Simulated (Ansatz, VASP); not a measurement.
**Cd3O in VASP and in Ansatz**

```
Cd O
1.0
     4.22710    2.44052    2.53725
    -4.22710    2.44052    2.53725
     0.00000   -4.88103    2.53725
Cd O
6 2
Direct
  0.29408 0.29414 0.86866
  0.86866 0.29408 0.29414
  0.29414 0.86866 0.29408
  0.13134 0.70586 0.70592
  0.70586 0.70592 0.13134
  0.70592 0.13134 0.70586
  0.00000 0.00000 0.00000
  0.50000 0.50000 0.50000
```

Alike in both runs: functional PBE; k mesh 3 × 3 × 3; occupations gaussian, width 0.2 eV; no spin polarisation.

Ansatz relaxed the structure, and its values are those at the end. VASP's run is a single point on that final structure, the one shown.

|  | VASP | Ansatz |
| --- | --- | --- |
| version | VASP 6.6.1 | Ansatz 0.2.0 |
| potentials or method | VASP PAW PBE potentials, release 64 (Cd, O), cutoff 520 eV | scalar-relativistic, plane waves, PAW |
| valence electrons in the cell | 84 | 132 |

|  | VASP | Ansatz | Ansatz less VASP |
| --- | --- | --- | --- |
| gap on the k mesh at the Fermi level (eV) | none | none | - |
| pressure (GPa) | 0.4 | -0.1 | -0.48 |
| rms of the force components (eV/Å) | 0.022 | 0.020 | -0.0021 |

A gap of «none» marks a metal or a gap that the smearing closes. VASP's potentials hold 84 valence electrons a cell and Ansatz's 132, so a difference there can come from the potentials and not from the codes.

The k mesh is coarse, so the values compare programs but aren't converged.
